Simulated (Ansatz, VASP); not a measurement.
**Co: VASP beside Ansatz**

Contents of INCAR:

```
  PREC = Accurate
  ENCUT = 520
  EDIFF = 1E-7
  ISMEAR = -1
  SIGMA = 0.08
  LREAL = False
  LASPH = True
  NELM = 150
  ALGO = Normal
  ISIF = 2
  LWAVE = False
  LCHARG = True
  ISPIN = 2
  MAGMOM = 1.7 1.7
  LORBIT = 11
  LMAXMIX = 4
  GGA = CA
  LELF = True
  LVHAR = True
  NBANDS = 20
```

Contents of KPOINTS:

```
Automatic mesh
0
Gamma
  19 19 11
```

Contents of POSCAR:

```
Co
1.0
    2.3279663316      0.0000000000      0.0000000000
   -1.1639831658      2.0160779824      0.0000000000
    0.0000000000      0.0000000000      3.7518135817
Co
2
Direct
    0.3333333333      0.6666666667      0.2500000000
    0.6666666667      0.3333333333      0.7500000000
```

Input for Ansatz:

```yaml
crystal:
  lattice:
    - [2.3279663316, 0.0, 0.0]
    - [-1.1639831658, 2.0160779824, 0.0]
    - [0.0, 0.0, 3.7518135817]
  atoms:
    - { symbol: Co, position: [0.3333333333, 0.6666666667, 0.25], spin: 1.7 }
    - { symbol: Co, position: [0.6666666667, 0.3333333333, 0.75], spin: 1.7 }
magnetization:
  spin_polarized: true
kpoints:
  mp_grid: { grid: [19, 19, 11] }
scf:
  occupations: { method: fermi_dirac, width: 0.08 }
hamiltonian:
  xc: lda
  pseudopotentials: { kind: paw }
output:
  forces: true
  stress: true
  eigenvalues: true
  populations: true
  write_density: true
  write_potential: true
  elf: true
  volumetric_format: npy
```

Change from the starting cell: volume scaled by 0.88, PAW files.

Alike in both runs: task single point; functional LDA; k mesh 19 × 19 × 11; occupations fermi-dirac, width 0.08 eV; collinear spin.

```csv
,VASP,Ansatz
version,VASP 6.6.1,Ansatz 0.2.0
potentials or method,"VASP PAW LDA potentials, release 64 (Co)","PAW with Ansatz's default frozen-core files, scalar-relativistic"
plane-wave cutoff (eV),520,420
valence electrons in the cell,18,34
```

VASP gave:

```
pressure (GPa)                                                : 39.1
traceless stress, the component that is largest in VASP (GPa) : -0.22
net moment per atom (μB)                                      : 0.98
size of the moment on the site where the two differ most (μB) : 0.97
```

Q: What did Ansatz give for the same quantities?

A: Pressure (GPa): 42.6; traceless stress, the component that is largest in VASP (GPa): -0.01; net moment per atom (μB): 1.12; size of the moment on the site where the two differ most (μB): 1.15.

The net moments are unlike, so the other rows may belong to different states. LDA's correlation is that of Perdew and Zunger in VASP and of Perdew and Wang (1992) in Ansatz. Site moments also hang on the region over which each program counts them. Both programs put the cell under a high pressure, so it lies far from rest at this level. VASP's potentials hold 18 valence electrons a cell and Ansatz's 34, so a difference there can come from the potentials and not from the codes.
